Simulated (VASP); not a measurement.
**WS: single point with PBE**

WS:

```
W S
1.0
    -2.15647    2.15647    2.47473
     2.15647   -2.15647    2.47473
     2.15647    2.15647   -2.47473
W S
1 1
Direct
  0.50000 0.50000 0.00000
  0.00000 0.00000 0.00000
```

| Item | Value |
| --- | --- |
| Program | VASP 6.6.1 |
| Task | single point |
| Functional | PBE |
| Potentials or basis | VASP PAW PBE potentials, release 64 (W_sv, S) |
| Cutoff | 520 eV |
| k mesh | 9 × 9 × 9 |
| Occupations | fermi-dirac, width 0.05 eV |
| Spin | no spin polarisation |

```
Pressure               : -23.6 GPa
Band gap on the k mesh : zero (band 10 reaches 6.38 eV, above the bottom of band 11 at 4.33 eV)
```

Stress tensor (GPa, compression positive):
```
-20.99   0.00   0.00
  0.00 -20.99   0.00
  0.00   0.00 -28.71
```

Levels at points of the mesh, in eV from the Fermi level:
```
           k point  band 7  band 8  band 9  band 10  band 11  band 12  band 13  band 14
(0.00, 0.00, 0.00)   -2.74   -2.74   -2.03    -1.68    -1.68    -1.15    -0.33     0.99
```

It took 28 s on 1 thread of AMD EPYC 9R45 (Zen 5), on a shared host, peak memory 0.18 GiB.

Caveat: spin-orbit coupling is left out, which moves the levels of the heavy elements.
